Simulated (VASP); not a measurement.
## Rh: single point with LDA

Rh:

```
Rh
1.0
     2.60850    0.00000    0.00000
    -1.30425    2.42794    0.00000
     0.00000    0.00000    8.34881
Rh
4
Direct
  0.00000 0.00000 0.00000
  0.33333 0.66667 0.25000
  0.00000 0.00000 0.50000
  0.66667 0.33333 0.75000
```

This cell differs from its parent crystal: strain +e along x and -e along y -0.0367, strain +e along z and -e/2 along x and y -0.0367.

* Program: VASP 6.6.1
* Task: single point
* Functional: LDA
* Potentials or basis: VASP PAW LDA potentials, release 64 (Rh_pv)
* Cutoff: 520 eV
* k mesh: 18 × 18 × 6
* Occupations: gaussian, width 0.15 eV
* Spin: no spin polarisation
* Dipole correction: no
* Further INCAR settings: ALGO = Fast; EDIFF = 1e-06; NBANDS = 38

* Pressure: 4.0 GPa
* Largest force: 0.218 eV/Å
* Band gap on the k mesh: zero (band 30 reaches 13.35 eV, above the bottom of band 31 at 11.23 eV)

Forces on the atoms (eV/Å):
```
Rh   0.000  0.000  0.000
Rh   0.000 -0.218  0.000
Rh   0.000  0.000  0.000
Rh   0.000  0.218  0.000
```

Stress tensor (GPa, compression positive):
```
  9.71   0.00   0.00
  0.00 -13.85   0.00
  0.00   0.00  16.20
```

Levels at points of the mesh, in eV from the Fermi level:
| k point | band 26 | band 27 | band 28 | band 29 | band 30 | band 31 | band 32 | band 33 | band 34 | band 35 |
| --- | --- | --- | --- | --- | --- | --- | --- | --- | --- | --- |
| (0.00, 0.00, 0.00) | -2.34 | -2.29 | -1.96 | -1.47 | -1.30 | -1.01 | -0.48 | -0.14 | 0.45 | 0.70 |
| (0.50, 0.00, 0.00) | 0.28 | 0.29 | 0.47 | 0.61 | 0.86 | 1.02 | 1.13 | 1.30 | 2.48 | 4.62 |
| (0.00, 0.50, 0.00) | 0.25 | 0.37 | 0.37 | 0.63 | 0.63 | 0.69 | 0.86 | 1.10 | 1.76 | 3.90 |
| (0.00, 0.00, 0.50) | -2.73 | -1.51 | -1.51 | -1.04 | -1.04 | -0.83 | -0.83 | -0.03 | -0.03 | 0.24 |
| (0.50, 0.00, 0.50) | -1.01 | -0.20 | -0.20 | 0.39 | 0.39 | 0.71 | 0.71 | 3.09 | 3.09 | 4.57 |
| (0.00, 0.50, 0.50) | -1.21 | 0.02 | 0.02 | 0.29 | 0.29 | 0.66 | 0.66 | 2.51 | 2.51 | 3.84 |

It took 4.9 min on 1 thread of Intel(R) Xeon(R) 6975P-C (Granite Rapids) (shared host), peak memory 0.53 GiB.

Caveat: the cell differs from its parent crystal (strain +e along x and -e along y -0.0367, strain +e along z and -e/2 along x and y -0.0367).
